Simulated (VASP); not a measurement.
# Fe (Im-3m) in VASP: single point with LDA

Aim: the single point of Fe with LDA.

Everything below comes from runs of VASP 6.6.1. Logs are shortened: lines on timing, memory, paths and dates and some standing lists are left out, and cuts for length are marked.

## Step 1: The cell of the first run

Symmetry: Im-3m, No. 229, cubic system. The conventional cell has a = 2.750 Å, b = 2.750 Å, c = 2.750 Å, α = 90.00°, β = 90.00°, γ = 90.00°. Fe (site symmetry m-3m) has 14 Fe at 2.38 to 2.75 Å within 3.1 Å.

## Step 2: Single point, LDA, collinear spin, ferromagnetic start

File INCAR:

```
  PREC = Accurate
  ENCUT = 690
  EDIFF = 1E-6
  ISMEAR = -1
  SIGMA = 0.05
  LREAL = F
  LASPH = T
  NELM = 200
  ALGO = Normal
  ISIF = 2
  LWAVE = F
  LCHARG = F
  ISPIN = 2
  MAGMOM = 3.5 3.5
  LORBIT = 11
  LMAXMIX = 4
  GGA = CA
  NBANDS = 27
  GGA_COMPAT = F
```

File KPOINTS:

```
regular mesh
0
Gamma
  9 9 9
```

File POSCAR:

```
Fe
1.0
    2.7504596991      0.0000000000      0.0000000000
    0.0000000000      2.7504596991      0.0000000000
    0.0000000000      0.0000000000      2.7504596991
Fe
2
Direct
    0.0000000000      0.0000000000      0.0000000000
    0.5000000000      0.5000000000      0.5000000000
```

Potentials or basis: VASP PAW LDA potentials, release 64 (Fe_sv).

Launch:

```bash
> cat potpaw_LDA.64/Fe_sv/POTCAR > POTCAR
> mpirun -np 1 vasp_std > vasp.out
```

OUTCAR:

```text
PREC = Accurate
   ENCUT = 690
   EDIFF = 1E-6
   ISMEAR = -1
   LREAL = F
   LASPH = T
   NELM = 200
   ISIF = 2
   ISPIN = 2
   LORBIT = 11
   GGA = CA

 ion  position               nearest neighbor table
   1  0.000  0.000  0.000-   2 2.38   2 2.38   2 2.38   2 2.38   2 2.38   2 2.38   2 2.38   2 2.38

   2  0.500  0.500  0.500-   1 2.38   1 2.38   1 2.38   1 2.38   1 2.38   1 2.38   1 2.38   1 2.38

  LATTYP: Found a simple cubic cell.
 ALAT       =     2.7504596991

  Lattice vectors:

 A1 = (   2.7504596991,   0.0000000000,   0.0000000000)
 A2 = (   0.0000000000,   2.7504596991,   0.0000000000)
 A3 = (   0.0000000000,   0.0000000000,   2.7504596991)

Analysis of symmetry for initial positions (statically):
=====================================================================
 Subroutine PRICEL returns following result:

  LATTYP: Found a body centered cubic cell.
 ALAT       =     2.7504596991

  Lattice vectors:

 A1 = (   1.3752298495,   1.3752298496,  -1.3752298495)
 A2 = (  -1.3752298495,   1.3752298495,   1.3752298495)
 A3 = (   1.3752298495,  -1.3752298495,   1.3752298496)

   2 primitive cells build up your supercell.

 Routine SETGRP: Setting up the symmetry group for a
 simple cubic supercell.

 Subroutine GETGRP returns: Found 48 space group operations
 (whereof 48 operations were pure point group operations)
 out of a pool of 48 trial point group operations.

The static configuration has the point symmetry O_h .

Analysis of symmetry for dynamics (positions and initial velocities):
=====================================================================
 Subroutine PRICEL returns following result:

  LATTYP: Found a body centered cubic cell.
 ALAT       =     2.7504596991

  Lattice vectors:

 A1 = (   1.3752298495,   1.3752298496,  -1.3752298495)
 A2 = (  -1.3752298495,   1.3752298495,   1.3752298495)
 A3 = (   1.3752298495,  -1.3752298495,   1.3752298496)

   2 primitive cells build up your supercell.

 Routine SETGRP: Setting up the symmetry group for a
 simple cubic supercell.

 Subroutine GETGRP returns: Found 48 space group operations
 (whereof 48 operations were pure point group operations)
 out of a pool of 48 trial point group operations.

The dynamic configuration has the point symmetry O_h .

Analysis of structural, dynamic, and magnetic symmetry:
=====================================================================
 Subroutine PRICEL returns following result:

  LATTYP: Found a body centered cubic cell.
 ALAT       =     2.7504596991

  Lattice vectors:

 A1 = (   1.3752298495,   1.3752298496,  -1.3752298495)
 A2 = (  -1.3752298495,   1.3752298495,   1.3752298495)
 A3 = (   1.3752298495,  -1.3752298495,   1.3752298496)

   2 primitive cells build up your supercell.

 Routine SETGRP: Setting up the symmetry group for a
 simple cubic supercell.

 Subroutine GETGRP returns: Found 48 space group operations
 (whereof 48 operations were pure point group operations)
 out of a pool of 48 trial point group operations.

The overall configuration has the point symmetry O_h .

 Subroutine INISYM returns: Found 48 space group operations
 (whereof 48 operations are pure point group operations),
 and found     2 'primitive' translations

----------------------------------------------------------------------------------------

                                     Primitive cell

  volume of cell :      10.4037

  direct lattice vectors                    reciprocal lattice vectors
     1.375229850  1.375229850 -1.375229850     0.363575587  0.363575587  0.000000000
    -1.375229850  1.375229850  1.375229850    -0.000000000  0.363575587  0.363575587
     1.375229850 -1.375229850  1.375229850     0.363575587  0.000000000  0.363575587

  length of vectors
     2.381967972  2.381967972  2.381967972     0.514173526  0.514173526  0.514173526

  position of ions in fractional coordinates (direct lattice)
     0.000000000  0.000000000  0.000000000

  ion indices of the primitive-cell ions
   primitive index   ion index
                 1           1

----------------------------------------------------------------------------------------

 KPOINTS: regular mesh

Automatic generation of k-mesh.
 Grid dimensions read from file:
 generate k-points for:    9    9    9

 Generating k-lattice:

  Cartesian coordinates                     Fractional coordinates (reciprocal lattice)
     0.040397287  0.000000000  0.000000000     0.111111111  0.000000000  0.000000000
     0.000000000  0.040397287  0.000000000     0.000000000  0.111111111  0.000000000
     0.000000000  0.000000000  0.040397287     0.000000000  0.000000000  0.111111111

  Length of vectors
     0.040397287  0.040397287  0.040397287

  Shift w.r.t. Gamma in fractional coordinates (k-lattice)
     0.000000000  0.000000000  0.000000000

 Subroutine IBZKPT returns following result:
 ===========================================

 Found     35 irreducible k-points:

 Following reciprocal coordinates:
            Coordinates               Weight
  0.000000  0.000000  0.000000      1.000000
  0.111111  0.000000  0.000000      6.000000
  0.222222  0.000000  0.000000      6.000000
  0.333333  0.000000  0.000000      6.000000
  0.444444  0.000000  0.000000      6.000000
  0.111111  0.111111  0.000000     12.000000
[... 16 lines left out ...]
  0.333333  0.333333  0.111111     24.000000
  0.444444  0.333333  0.111111     48.000000
 [... further k-points ...]
   k-points           NKPTS =     35   k-points in BZ     NKDIM =     35   number of bands    NBANDS=     27
   number of dos      NEDOS =    301   number of ions     NIONS =      2
   total plane-waves  NPLWV =  13824
   dimension x,y,z NGX =    24 NGY =   24 NGZ =   24
   dimension x,y,z NGXF=    48 NGYF=   48 NGZF=   48
   ions per type =               2
   NGX,Y,Z   is equivalent  to a cutoff of  14.51, 14.51, 14.51 a.u.
   NGXF,Y,Z  is equivalent  to a cutoff of  29.01, 29.01, 29.01 a.u.
 SYSTEM =  unknown system
   PREC   = accura    normal or accurate (medium, high low for compatibility)
   ISTART =      0    job   : 0-new  1-cont  2-samecut
   ICHARG =      2    charge: 1-file 2-atom 10-const
   ISPIN  =      2    spin polarized calculation?
   LNONCOLLINEAR =      F non collinear calculations
   LSORBIT =      F    spin-orbit coupling
   LASPH  =      T    aspherical Exc in radial PAW
   ENCUT  =  690.0 eV  50.71 Ry    7.12 a.u.   5.89  5.89  5.89*2*pi/ulx,y,z
   NELM   =    200;   NELMIN=  2; NELMDL= -5     # of ELM steps
   EDIFF  = 0.1E-05   stopping-criterion for ELM
   LREAL  =      F    real-space projection
   EDIFFG = 0.1E-04   stopping-criterion for IOM
   NSW    =      0    number of steps for IOM
   IBRION =     -1    ionic relax: 0-MD 1-quasi-New 2-CG
   NFREE  =      0    steps in history (QN), initial steepest desc. (CG)
   ISIF   =      2    stress and relaxation
   ISYM   =      2    0-nonsym 1-usesym 2-fastsym
   POTIM  = 0.5000    time-step for ionic-motion
   TEBEG  =    0.0;   TEEND  =   0.0 temperature during run
   PSTRESS=    0.0 pullay stress
   NELECT =      32.0000    total number of electrons
   NUPDOWN=      -1.0000    fix difference up-down
   EMIN   =  10.00;   EMAX   =-10.00  energy-range for DOS
   EFERMI =   0.00;   METHOD = LEGACY
   ISMEAR =    -1;   SIGMA  =   0.05  broadening in eV -4-tet -1-fermi 0-gaus
   EFERMI_NEDOS =   21; number of points for ismear=-14 and -15
   IALGO  =     38    algorithm
   IMIX   =      4    mixing-type and parameters
     AMIX     =   0.40;   BMIX     =  1.00
     AMIX_MAG =   1.60;   BMIX_MAG =  1.00
  volume/ion in A,a.u.               =      10.40        70.21
  Fermi-wavevector in a.u.,A,eV,Ry     =   1.889671  3.570960 48.584453  3.570857
  Thomas-Fermi vector in A             =   2.931210
   LORBIT       =     11    0 simple, 1 ext, 2 COOP (PROOUT), +10 PAW based schemes
   GGA     = CA    functional components
   LHFCALC =     F    Hartree Fock is set to
   AEXX    =    0.0000 exact exchange contribution
   IVDW    =     0    specifies the selected vdW correction
   LEPSILON=     F    determine dielectric tensor
   LRPA    =     F    only Hartree local field effects (RPA)
 spin polarized calculation
  energy-cutoff  :      690.00
  volume of cell :       20.81
 maximum number of plane-waves:       870
 NGX is ok and might be reduce to    24
   NGX = 11   NGY = 11   NGZ = 11

 number of electron      31.9999939 magnetization       3.8557287

 Free energy of the ion-electron system (eV)
  ---------------------------------------------------
  ext. energy  EPLUGINS =         0.00000000
  ---------------------------------------------------
  free energy    TOTEN  =       -18.62023557 eV

  energy without entropy =      -18.60124775  energy(sigma->0) =      -18.61074166

 E-fermi :  13.2894     XC(G=0): -14.6814

 val. band max:       13.2792498769   @ k =   0.4444   0.2222   0.0000
 cond. band min:      13.2932484688   @ k =   0.4444   0.3333   0.1111
 fundamental gap:      0.0139985918
 Fermi energy:        13.2894470727

 spin component 1

 k-point     1 :       0.0000    0.0000    0.0000
  band No.  band energies     occupation
      1     -73.8656      1.00000
      2     -73.6566      1.00000
      3     -40.4958      1.00000
      4     -40.4958      1.00000
      5     -40.4958      1.00000
      6     -40.0864      1.00000
[... 19 lines left out ...]
     26      38.3389      0.00000
     27      38.3389      0.00000

 k-point     2 :       0.1111    0.0000    0.0000
  band No.  band energies     occupation
      1     -73.8584      1.00000
      2     -73.6620      1.00000
      3     -40.4952      1.00000
      4     -40.4830      1.00000
      5     -40.4830      1.00000
      6     -40.1099      1.00000
[... 19 lines left out ...]
     26      37.0672      0.00000
     27      38.2282      0.00000

 k-point     3 :       0.2222    0.0000    0.0000
  band No.  band energies     occupation
      1     -73.8378      1.00000
      2     -73.6777      1.00000
      3     -40.4878      1.00000
      4     -40.4458      1.00000
      5     -40.4458      1.00000
      6     -40.1744      1.00000
[... 594 lines left out ...]
      1     -73.7721      1.00000
      2     -73.7229      1.00000
      3     -40.6060      1.00000
      4     -40.5247      1.00000
      5     -40.3624      1.00000
      6     -40.2302      1.00000
[... 19 lines left out ...]
     26      34.5812      0.00000
     27      39.5370      0.00000

 k-point    24 :       0.4444    0.3333    0.1111
  band No.  band energies     occupation
      1     -73.7541      1.00000
      2     -73.7370      1.00000
      3     -40.6143      1.00000
      4     -40.5860      1.00000
      5     -40.3163      1.00000
      6     -40.2697      1.00000
[... 19 lines left out ...]
     26      34.4387      0.00000
     27      39.2382      0.00000

 [... further k-points ...]

 spin component 2

 k-point     1 :       0.0000    0.0000    0.0000
  band No.  band energies     occupation
      1     -71.7482      1.00000
      2     -71.5253      1.00000
      3     -38.4563      1.00000
      4     -38.4563      1.00000
      5     -38.4563      1.00000
      6     -38.0164      1.00000
[... 19 lines left out ...]
     26      38.5091      0.00000
     27      38.5091      0.00000

 k-point     2 :       0.1111    0.0000    0.0000
  band No.  band energies     occupation
      1     -71.7405      1.00000
      2     -71.5310      1.00000
      3     -38.4559      1.00000
      4     -38.4425      1.00000
      5     -38.4425      1.00000
      6     -38.0421      1.00000
[... 19 lines left out ...]
     26      37.6245      0.00000
     27      38.4699      0.00000

 k-point     3 :       0.2222    0.0000    0.0000
  band No.  band energies     occupation
      1     -71.7185      1.00000
      2     -71.5477      1.00000
      3     -38.4489      1.00000
      4     -38.4024      1.00000
      5     -38.4024      1.00000
      6     -38.1123      1.00000
[... 594 lines left out ...]
      1     -71.6482      1.00000
      2     -71.5957      1.00000
      3     -38.5775      1.00000
      4     -38.4905      1.00000
      5     -38.3131      1.00000
      6     -38.1708      1.00000
[... 19 lines left out ...]
     26      35.2472      0.00000
     27      40.0210      0.00000

 k-point    24 :       0.4444    0.3333    0.1111
  band No.  band energies     occupation
      1     -71.6290      1.00000
      2     -71.6107      1.00000
      3     -38.5869      1.00000
      4     -38.5567      1.00000
      5     -38.2634      1.00000
      6     -38.2132      1.00000
[... 19 lines left out ...]
     26      34.9070      0.00000
     27      39.8106      0.00000

 [... further k-points ...]

------------------------ aborting loop because EDIFF is reached ----------------------------------------

  FORCE on cell =-STRESS in cart. coord.  units (eV):
  Direction    XX          YY          ZZ          XY          YZ          ZX
  --------------------------------------------------------------------------------------
  -------------------------------------------------------------------------------------
  Total       -0.3393402     -0.3393402     -0.3393402      0.0000000      0.0000000     -0.0000000
  in kB      -26.1294379    -26.1294379    -26.1294379      0.0000000      0.0000000     -0.0000000
  external PRESSURE =     -26.1294379 kB  Pullay stress =       0.0000000 kB

 VOLUME and BASIS-vectors are now :
 -----------------------------------------------------------------------------
  energy-cutoff  :      690.00
  volume of cell :       20.81
      direct lattice vectors                 reciprocal lattice vectors
     2.750459699  0.000000000  0.000000000     0.363575587  0.000000000  0.000000000
     0.000000000  2.750459699  0.000000000     0.000000000  0.363575587  0.000000000
     0.000000000  0.000000000  2.750459699     0.000000000  0.000000000  0.363575587

 POSITION                                       TOTAL-FORCE (eV/Angst)
 -----------------------------------------------------------------------------------
      0.00000      0.00000      0.00000        -0.000000      0.000000     -0.000000
      1.37523      1.37523      1.37523         0.000000     -0.000000      0.000000
 -----------------------------------------------------------------------------------
    total drift:                                0.000000      0.000000     -0.000000

  FREE ENERGIE OF THE ION-ELECTRON SYSTEM (eV)
  ---------------------------------------------------
  free  energy   TOTEN  =       -18.6202355682 eV

  energy  without entropy=      -18.6012477501  energy(sigma->0) =      -18.61074166

 total charge

# of ion       s       p       d       tot
------------------------------------------
    1        2.203   6.050   5.555  13.808
    2        2.203   6.050   5.555  13.808
--------------------------------------------------
tot          4.405  12.101  11.110  27.616

 magnetization (x)

# of ion       s       p       d       tot
------------------------------------------
    1       -0.000  -0.003   1.894   1.890
    2       -0.000  -0.003   1.894   1.890
--------------------------------------------------
tot         -0.001  -0.007   3.788   3.780
```

Wall time 21 s (1 thread of Intel Xeon Platinum 8488C (Sapphire Rapids), shared host); peak memory 0.15 GiB.

What came out:

| Quantity | Value |
| --- | --- |
| Free energy | -18.6202 eV |
| Pressure | -2.6 GPa |
| Net moment | 3.86 μB per cell |
| Site moments | Fe +1.89 μB |
| Valence electrons inside the program's atomic spheres | Fe 13.81 |

Levels at points of the mesh, in eV from the Fermi level:
Spin up:
```csv
k point,band 15,band 16,band 17,band 18,band 19,band 20,band 21,band 22
"(0.00, 0.00, 0.00)",-0.94,-0.94,0.33,0.33,0.33,10.28,10.28,10.28
```
Spin down:
| k point | band 12 | band 13 | band 14 | band 15 | band 16 | band 17 |
| --- | --- | --- | --- | --- | --- | --- |
| (0.00, 0.00, 0.00) | -0.93 | -0.93 | -0.93 | 1.15 | 1.15 | 2.13 |
